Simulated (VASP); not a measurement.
# Ta (Im-3m) in VASP: further runs

Runs on Ta. Level: r2SCAN. Tasks: single point.

All numbers are computed with VASP 6.6.1; they aren't measurements. Logs are shortened: lines on timing, memory, paths and dates and some standing lists are left out, and cuts for length are marked.

**1. The cell of the first run**

The structure is cubic, space group Im-3m (No. 229). The conventional cell has a = 3.294 Å, b = 3.294 Å, c = 3.294 Å, α = 90.00°, β = 90.00°, γ = 90.00°. Within 3.8 Å of Ta (site symmetry m-3m) lie 14 Ta at 2.85 to 3.29 Å.

**2. Single point, r2SCAN**

File POSCAR:

```
Ta
1.0
   -1.6471351382      1.6471351382      1.6471351382
    1.6471351382     -1.6471351382      1.6471351382
    1.6471351382      1.6471351382     -1.6471351382
Ta
1
Direct
    0.0000000000      0.0000000000      0.0000000000
```

File INCAR.step1:

```
PREC = Accurate ; ENCUT = 520
ISMEAR = 0 ; SIGMA = 0.1
LREAL = F ; LASPH = T
NELM = 60 ; NBANDS = 12
GGA = PE ; ALGO = Normal
EDIFF = 1E-4 ; LWAVE = T
LCHARG = F
```

File INCAR.step2:

```
PREC = Accurate ; ENCUT = 520
EDIFF = 1E-6 ; ISMEAR = 0
SIGMA = 0.1 ; LREAL = F
LASPH = T ; NELM = 60
ALGO = Normal ; ISIF = 2
LWAVE = F ; LCHARG = T
METAGGA = R2SCAN ; LMIXTAU = T
LELF = T ; LVHAR = T
NBANDS = 12 ; ISTART = 1
```

File KPOINTS:

```
Automatic mesh
0
Gamma
  18 18 18
```

Potentials or basis: VASP PAW PBE potentials, release 64 (Ta_pv).

Run with:

```
$ cat potpaw_PBE.64/Ta_pv/POTCAR > POTCAR
$ cp INCAR.step1 INCAR
$ mpirun -np 1 vasp_std > vasp.out
$ cp INCAR.step2 INCAR
$ mpirun -np 1 vasp_std > vasp.out
```

OUTCAR:

```text
PREC = Accurate
   ENCUT = 520
   EDIFF = 1E-6
   ISMEAR = 0
   LREAL = F
   LASPH = T
   NELM = 60
   ISIF = 2
   METAGGA = R2SCAN
   ISTART = 1

 ion  position               nearest neighbor table
   1  0.000  0.000  0.000-

  LATTYP: Found a body centered cubic cell.
 ALAT       =     3.2942702764

  Lattice vectors:

 A1 = (  -1.6471351382,   1.6471351382,   1.6471351382)
 A2 = (   1.6471351382,  -1.6471351382,   1.6471351382)
 A3 = (   1.6471351382,   1.6471351382,  -1.6471351382)

Analysis of symmetry for initial positions (statically):
=====================================================================
 Subroutine PRICEL returns:
 Original cell was already a primitive cell.

 Routine SETGRP: Setting up the symmetry group for a
 body centered cubic supercell.

 Subroutine GETGRP returns: Found 48 space group operations
 (whereof 48 operations were pure point group operations)
 out of a pool of 48 trial point group operations.

The static configuration has the point symmetry O_h .

Analysis of symmetry for dynamics (positions and initial velocities):
=====================================================================
 Subroutine PRICEL returns:
 Original cell was already a primitive cell.

 Routine SETGRP: Setting up the symmetry group for a
 body centered cubic supercell.

 Subroutine GETGRP returns: Found 48 space group operations
 (whereof 48 operations were pure point group operations)
 out of a pool of 48 trial point group operations.

The dynamic configuration has the point symmetry O_h .

 Subroutine INISYM returns: Found 48 space group operations
 (whereof 48 operations are pure point group operations),
 and found     1 'primitive' translations

----------------------------------------------------------------------------------------

                                     Primitive cell

  volume of cell :      17.8751

  direct lattice vectors                    reciprocal lattice vectors
    -1.647135138  1.647135138  1.647135138     0.000000000  0.303557364  0.303557364
     1.647135138 -1.647135138  1.647135138     0.303557364  0.000000000  0.303557364
     1.647135138  1.647135138 -1.647135138     0.303557364  0.303557364  0.000000000

  length of vectors
     2.852921746  2.852921746  2.852921746     0.429294941  0.429294941  0.429294941

  position of ions in fractional coordinates (direct lattice)
     0.000000000  0.000000000  0.000000000

  ion indices of the primitive-cell ions
   primitive index   ion index
                 1           1

----------------------------------------------------------------------------------------

 KPOINTS: Automatic mesh

Automatic generation of k-mesh.
 Grid dimensions read from file:
 generate k-points for:   18   18   18

 Generating k-lattice:

  Cartesian coordinates                     Fractional coordinates (reciprocal lattice)
     0.000000000  0.016864298  0.016864298     0.055555556  0.000000000  0.000000000
     0.016864298  0.000000000  0.016864298     0.000000000  0.055555556  0.000000000
     0.016864298  0.016864298  0.000000000     0.000000000  0.000000000  0.055555556

  Length of vectors
     0.023849719  0.023849719  0.023849719

  Shift w.r.t. Gamma in fractional coordinates (k-lattice)
     0.000000000  0.000000000  0.000000000

 Subroutine IBZKPT returns following result:
 ===========================================

 Found    195 irreducible k-points:

 Following reciprocal coordinates:
            Coordinates               Weight
  0.000000  0.000000  0.000000      1.000000
  0.055556  0.000000  0.000000     12.000000
  0.111111  0.000000  0.000000     12.000000
  0.166667  0.000000  0.000000     12.000000
  0.222222  0.000000  0.000000     12.000000
  0.277778  0.000000  0.000000     12.000000
[... 16 lines left out ...]
  0.333333  0.111111  0.000000     48.000000
  0.388889  0.111111  0.000000     48.000000
 [... further k-points ...]
   k-points           NKPTS =    195   k-points in BZ     NKDIM =    195   number of bands    NBANDS=     12
   number of dos      NEDOS =    301   number of ions     NIONS =      1
   total plane-waves  NPLWV =  13824
   dimension x,y,z NGX =    24 NGY =   24 NGZ =   24
   dimension x,y,z NGXF=    48 NGYF=   48 NGZF=   48
   ions per type =               1
   NGX,Y,Z   is equivalent  to a cutoff of  13.99, 13.99, 13.99 a.u.
   NGXF,Y,Z  is equivalent  to a cutoff of  27.97, 27.97, 27.97 a.u.
 SYSTEM =  unknown system
   PREC   = accura    normal or accurate (medium, high low for compatibility)
   ISTART =      1    job   : 0-new  1-cont  2-samecut
   ICHARG =      0    charge: 1-file 2-atom 10-const
   ISPIN  =      1    spin polarized calculation?
   LNONCOLLINEAR =      F non collinear calculations
   LSORBIT =      F    spin-orbit coupling
   LASPH  =      T    aspherical Exc in radial PAW
   ENCUT  =  520.0 eV  38.22 Ry    6.18 a.u.   5.30  5.30  5.30*2*pi/ulx,y,z
   NELM   =     60;   NELMIN=  2; NELMDL=  0     # of ELM steps
   EDIFF  = 0.1E-05   stopping-criterion for ELM
   LREAL  =      F    real-space projection
   EDIFFG = 0.1E-04   stopping-criterion for IOM
   NSW    =      0    number of steps for IOM
   IBRION =     -1    ionic relax: 0-MD 1-quasi-New 2-CG
   NFREE  =      0    steps in history (QN), initial steepest desc. (CG)
   ISIF   =      2    stress and relaxation
   ISYM   =      2    0-nonsym 1-usesym 2-fastsym
   POTIM  = 0.5000    time-step for ionic-motion
   TEBEG  =    0.0;   TEEND  =   0.0 temperature during run
   PSTRESS=    0.0 pullay stress
   NELECT =      11.0000    total number of electrons
   NUPDOWN=      -1.0000    fix difference up-down
   EMIN   =  10.00;   EMAX   =-10.00  energy-range for DOS
   EFERMI =   0.00;   METHOD = LEGACY
   ISMEAR =     0;   SIGMA  =   0.10  broadening in eV -4-tet -1-fermi 0-gaus
   EFERMI_NEDOS =   21; number of points for ismear=-14 and -15
   IALGO  =     38    algorithm
   IMIX   =      4    mixing-type and parameters
     AMIX     =   0.40;   BMIX     =  1.00
     AMIX_MAG =   1.60;   BMIX_MAG =  1.00
  volume/ion in A,a.u.               =      17.88       120.63
  Fermi-wavevector in a.u.,A,eV,Ry     =   1.392483  2.631411 26.381809  1.939008
  Thomas-Fermi vector in A             =   2.516221
   LORBIT       =      0    0 simple, 1 ext, 2 COOP (PROOUT), +10 PAW based schemes
   METAGGA = R2SCAN    functional components
   LHFCALC =     F    Hartree Fock is set to
   AEXX    =    0.0000 exact exchange contribution
   IVDW    =     0    specifies the selected vdW correction
   LEPSILON=     F    determine dielectric tensor
   LRPA    =     F    only Hartree local field effects (RPA)
 non-spin polarized calculation
 Gauss-broadening in eV      SIGMA  =   0.10
  energy-cutoff  :      520.00
  volume of cell :       17.88
 maximum number of plane-waves:       496
 NGX is ok and might be reduce to    24
   NGX = 11   NGY = 11   NGZ = 11

 number of electron      11.0000002 magnetization

 Free energy of the ion-electron system (eV)
  ---------------------------------------------------
  ext. energy  EPLUGINS =         0.00000000
  ---------------------------------------------------
  free energy    TOTEN  =       -48.58124319 eV

  energy without entropy =      -48.57581685  energy(sigma->0) =      -48.57853002

 E-fermi :   5.3892     XC(G=0): -13.8155

 val. band max:        5.3757961824   @ k =  -0.3889   0.5000   0.0556
 cond. band min:       5.3983545968   @ k =   0.3333   0.1111   0.0000
 fundamental gap:      0.0225584144
 Fermi energy:         5.3891829507

 k-point     1 :       0.0000    0.0000    0.0000
  band No.  band energies     occupation
      1     -28.8027      2.00000
      2     -28.8027      2.00000
      3     -28.8027      2.00000
      4      -2.9722      2.00000
      5       6.2284      0.00000
      6       6.2284      0.00000
      7       6.2284      0.00000
      8       9.7449      0.00000
      9       9.7449      0.00000
     10      17.5364      0.00000
     11      21.2005      0.00000
     12      21.2005      0.00000

 k-point     2 :       0.0556    0.0000    0.0000
  band No.  band energies     occupation
      1     -28.8445      2.00000
      2     -28.8153      2.00000
      3     -28.8030      2.00000
      4      -2.8262      2.00000
      5       6.1313      0.00000
      6       6.1992      0.00000
      7       6.3698      0.00000
      8       9.5840      0.00000
      9       9.7436      0.00000
     10      17.5364      0.00000
     11      21.3327      0.00000
     12      21.4571      0.00000

 k-point     3 :       0.1111    0.0000    0.0000
  band No.  band energies     occupation
      1     -28.9634      2.00000
      2     -28.8516      2.00000
      3     -28.8037      2.00000
      4      -2.4034      2.00000
      5       5.8639      0.00000
      6       6.0783      0.00000
      7       6.7899      0.00000
      8       9.2471      0.00000
      9       9.7485      0.00000
     10      17.5363      0.00000
     11      21.6628      0.00000
     12      22.2004      0.00000

 k-point     4 :       0.1667    0.0000    0.0000
  band No.  band energies     occupation
      1     -29.1416      2.00000
      2     -28.9066      2.00000
      3     -28.8048      2.00000
      4      -1.7513      2.00000
      5       5.4851      0.17495
      6       5.8113      0.00000
      7       7.4750      0.00000
      8       9.0129      0.00000
      9       9.7809      0.00000
     10      17.5363      0.00000
     11      21.9433      0.00000
     12      23.3644      0.00000

 k-point     5 :       0.2222    0.0000    0.0000
  band No.  band energies     occupation
      1     -29.3540      2.00000
      2     -28.9734      2.00000
      3     -28.8062      2.00000
      4      -0.9582      2.00000
      5       5.0615      2.00000
      6       5.4562      0.34315
      7       8.4006      0.00000
      8       9.0209      0.00000
      9       9.8633      0.00000
     10      17.5361      0.00000
     11      21.7274      0.00000
     12      23.5340      0.00000
[... 228 lines left out ...]
      1     -29.6016      2.00000
      2     -29.0566      2.00000
      3     -28.8586      2.00000
      4       0.1991      2.00000
      5       4.6091      2.00000
      6       4.9124      2.00000
      7       8.8163      0.00000
      8      10.0853      0.00000
      9      10.3839      0.00000
     10      17.5355      0.00000
     11      20.9737      0.00000
     12      22.5782      0.00000

 k-point    22 :       0.2778    0.1111    0.0000
  band No.  band energies     occupation
      1     -29.7706      2.00000
      2     -29.1353      2.00000
      3     -28.8624      2.00000
      4       0.8186      2.00000
      5       4.2888      2.00000
      6       4.9651      2.00000
      7       9.1008      0.00000
      8      10.5127      0.00000
      9      11.3652      0.00000
     10      17.5344      0.00000
     11      19.7451      0.00000
     12      21.2190      0.00000

 k-point    23 :       0.3333    0.1111    0.0000
  band No.  band energies     occupation
      1     -29.9048      2.00000
      2     -29.2000      2.00000
      3     -28.8651      2.00000
      4       1.1241      2.00000
      5       4.0575      2.00000
      6       5.3984      0.89680
      7       9.3718      0.00000
      8      10.6418      0.00000
      9      12.6285      0.00000
     10      17.5307      0.00000
     11      18.6251      0.00000
     12      19.8898      0.00000

 k-point    24 :       0.3889    0.1111    0.0000
  band No.  band energies     occupation
      1     -29.9908      2.00000
      2     -29.2422      2.00000
      3     -28.8667      2.00000
      4       1.2021      2.00000
      5       3.9151      2.00000
      6       5.9740      0.00000
      7       9.4607      0.00000
      8      10.8240      0.00000
      9      13.6579      0.00000
     10      17.4892      0.00000
     11      17.7046      0.00000
     12      19.0775      0.00000

 [... further k-points ...]
[... 5 lines left out ...]
  --------------------------------------------------------------------------------------
  -------------------------------------------------------------------------------------
  Total        0.2907476      0.2907476      0.2907476      0.0000000      0.0000000      0.0000000
  in kB       26.0602743     26.0602743     26.0602743      0.0000000      0.0000000      0.0000000
  external PRESSURE =      26.0602743 kB  Pullay stress =       0.0000000 kB

 VOLUME and BASIS-vectors are now :
 -----------------------------------------------------------------------------
  energy-cutoff  :      520.00
  volume of cell :       17.88
      direct lattice vectors                 reciprocal lattice vectors
    -1.647135138  1.647135138  1.647135138     0.000000000  0.303557364  0.303557364
     1.647135138 -1.647135138  1.647135138     0.303557364  0.000000000  0.303557364
     1.647135138  1.647135138 -1.647135138     0.303557364  0.303557364  0.000000000

 POSITION                                       TOTAL-FORCE (eV/Angst)
 -----------------------------------------------------------------------------------
      0.00000      0.00000      0.00000        -0.000000      0.000000     -0.000000
 -----------------------------------------------------------------------------------
    total drift:                               -0.000000      0.000000      0.000000

  FREE ENERGIE OF THE ION-ELECTRON SYSTEM (eV)
  ---------------------------------------------------
  free  energy   TOTEN  =       -48.5812431886 eV

  energy  without entropy=      -48.5758168459  energy(sigma->0) =      -48.57853002
```

It took 2.5 min on 1 thread of Intel Xeon 8259CL, shared host; peak memory 0.17 GiB.

Results:

```yaml
Free_energy: -48.5812 eV
Pressure: 2.6 GPa
Band_gap_on_the_k_mesh: zero (an odd number of electrons rules out a gap without spin polarisation)
```

Levels at points of the mesh, in eV from the Fermi level:
```
           k point  band 1  band 2  band 3  band 4  band 5  band 6  band 7  band 8  band 9  band 10
(0.00, 0.00, 0.00)  -34.19  -34.19  -34.19   -8.36    0.84    0.84    0.84    4.36    4.36    12.15
(0.50, 0.00, 0.00)  -35.46  -34.60  -34.20   -4.60   -1.59    1.50    4.23    5.31    8.16    12.12
(0.50, 0.50, 0.50)  -35.07  -35.07  -35.07   -4.00   -4.00    7.18    7.18    7.18    9.09     9.09
```

Caveat: the PAW data sets were made with another functional, which shifts forces and pressure a little; spin-orbit coupling is left out, which moves the levels of the heavy elements.

**3. Single point, r2SCAN**

This run uses another cell than the first one, of 18.04 Å³/atom.

File POSCAR:

```
Ta
1.0
   -1.6523323631      1.6523323631      1.6523323631
    1.6523323631     -1.6523323631      1.6523323631
    1.6523323631      1.6523323631     -1.6523323631
Ta
1
Direct
    0.0000000000      0.0000000000      0.0000000000
```

File INCAR.step1:

```
PREC = Accurate
ENCUT = 520
ISMEAR = 0
SIGMA = 0.1
LREAL = False
LASPH = True
NELM = 60
NBANDS = 12
GGA = PE
ALGO = Normal
EDIFF = 1E-4
LWAVE = True
LCHARG = False
```

File INCAR.step2:

```
PREC = Accurate
ENCUT = 520
EDIFF = 1E-6
ISMEAR = 0
SIGMA = 0.1
LREAL = False
LASPH = True
NELM = 60
ALGO = Normal
ISIF = 2
LWAVE = False
LCHARG = False
METAGGA = R2SCAN
LMIXTAU = True
NBANDS = 12
ISTART = 1
```

KPOINTS is that of step 2.

Potentials or basis: VASP PAW PBE potentials, release 64 (Ta_pv).

Run with:

```
$ cat potpaw_PBE.64/Ta_pv/POTCAR > POTCAR
$ cp INCAR.step1 INCAR
$ mpirun -np 1 vasp_std > vasp.out
$ cp INCAR.step2 INCAR
$ mpirun -np 1 vasp_std > vasp.out
```

Run time: 2.5 min. Hardware: 1 thread of Intel Xeon 8259CL, shared host; peak memory 0.18 GiB.

It converged, with:

- Free energy: -48.5830 eV
- Pressure: 0.6 GPa
- Band gap on the k mesh: zero (an odd number of electrons rules out a gap without spin polarisation)

Levels at points of the mesh, in eV from the Fermi level:
| k point | band 3 | band 4 | band 5 | band 6 | band 7 | band 8 | band 9 | band 10 |
| --- | --- | --- | --- | --- | --- | --- | --- | --- |
| (0.00, 0.00, 0.00) | -34.23 | -8.32 | 0.84 | 0.84 | 0.84 | 4.32 | 4.32 | 12.10 |
| (0.50, 0.00, 0.00) | -34.24 | -4.55 | -1.56 | 1.46 | 4.19 | 5.26 | 8.07 | 12.07 |
| (0.50, 0.50, 0.50) | -35.08 | -3.93 | -3.93 | 7.10 | 7.10 | 7.10 | 9.00 | 9.00 |

Caveat: the PAW data sets were made with another functional, which shifts forces and pressure a little; spin-orbit coupling is left out, which moves the levels of the heavy elements.
